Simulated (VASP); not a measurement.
BaSr, 2 atoms in the cell. Symmetry: Cmmm, No. 65, orthorhombic system. The conventional cell has a = 4.664 Å, b = 6.599 Å, c = 6.595 Å, α = 90.00°, β = 90.00°, γ = 90.00°. Ba (site symmetry mmm) has 8 Sr at 4.04 to 4.66 Å and 6 Ba at 4.04 to 4.66 Å within 5.3 Å. Sr (site symmetry mmm) has 8 Ba at 4.04 to 4.66 Å and 6 Sr at 4.04 to 4.66 Å within 5.3 Å. 

- Program: VASP 6.6.1
- Task: single point
- Functional: LDA
- Potentials or basis: VASP PAW LDA potentials, release 64 (Ba_sv, Sr_sv)
- Cutoff: 520 eV
- k mesh: 10 × 10 × 6
- Occupations: gaussian, width 0.1 eV
- Spin: no spin polarisation
- Dipole correction: no
- Further INCAR settings: ALGO = Normal; EDIFF = 1e-06; NBANDS = 17

Potentials or basis: VASP PAW LDA potentials, release 64 (Ba_sv, Sr_sv).

Command:

```bash
$ cat potpaw_LDA.64/Ba_sv/POTCAR potpaw_LDA.64/Sr_sv/POTCAR > POTCAR
$ mpirun -np 1 vasp_std > vasp.out
```

Hardware: 1 thread of Intel(R) Xeon(R) 6975P-C (Granite Rapids) (shared host).

Question: Estimate the wall time of this run.

Answer: Run time: 64 s on 1 thread of Intel(R) Xeon(R) 6975P-C (Granite Rapids) (shared host), peak memory 0.35 GiB. Counts: scf iterations 11, k points 124.
